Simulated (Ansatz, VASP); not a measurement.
**CO2 in VASP and in Ansatz**

File INCAR:

```
PREC     = Accurate       # precision mode
ENCUT    = 520            # plane-wave cutoff, eV
EDIFF    = 1E-6           # SCF threshold, eV
ISMEAR   = 0              # smearing method
SIGMA    = 0.01           # smearing width, eV
LREAL    = F              # projectors in reciprocal space
LASPH    = T              # aspherical terms in the spheres
NELM     = 100            # most SCF steps
ALGO     = Normal         # electronic algorithm
ISIF     = 2              # what is computed and relaxed
LWAVE    = F              # write WAVECAR
LCHARG   = F              # write CHGCAR
GGA      = PS             # functional
NBANDS   = 25             # bands
```

KPOINTS

```
regular mesh
0
Gamma
  4 4 4
```

POSCAR

```
CO2
1.0
    3.5161000000      0.0000000000      0.0000000000
    0.0000000000      3.5161000000      0.0000000000
    0.0000000000      0.0000000000      4.1043000000
C O
2 4
Direct
    0.0300000000      0.0000000000      0.0000000000
    0.5000000000      0.5000000000      0.5000000000
    0.2300000000      0.2300000000      0.0000000000
    0.2700000000      0.7300000000      0.5000000000
    0.7700000000      0.7700000000      0.0000000000
    0.7300000000      0.2700000000      0.5000000000
```

Input for Ansatz:

```yaml
crystal:
  lattice:
    - [3.5161, 0.0, 0.0]
    - [0.0, 3.5161, 0.0]
    - [0.0, 0.0, 4.1043]
  atoms:
    - { symbol: C, position: [0.03, 0.0, 0.0] }
    - { symbol: C, position: [0.5, 0.5, 0.5] }
    - { symbol: O, position: [0.23, 0.23, 0.0] }
    - { symbol: O, position: [0.27, 0.73, 0.5] }
    - { symbol: O, position: [0.77, 0.77, 0.0] }
    - { symbol: O, position: [0.73, 0.27, 0.5] }
basis:
  ecutwfc: 489.804952427784
kpoints:
  mp_grid:
    grid: [4, 4, 4]
hamiltonian:
  xc: pbesol
scf:
  occupations:
    method: fixed
output:
  forces: true
```

Alike in both runs: task single point; functional PBEsol; k mesh 4 × 4 × 4; no spin polarisation.

```csv
,VASP,Ansatz
version,VASP 6.6.1,Ansatz 0.2.0
potentials or method,"VASP PAW PBE potentials, release 64 (C, O), cutoff 520 eV","plane waves, PAW"
occupations,"gaussian, width 0.01 eV",fixed
valence electrons in the cell,32,32
```

VASP gave:

| Property | Result |
| --- | --- |
| rms of the force components (eV/Å) | 5.083 |

Task: Which values does Ansatz return?

Result: rms of the force components (eV/Å): 4.640.

VASP's potentials were made for PBE, not for PBEsol. Atom by atom the forces differ by 0.540 eV/Å (rms over components).

The k mesh is coarse, so the values compare programs but aren't converged. Noted on VASP's run: the standard files for N, O and F lose accuracy on very short bonds.
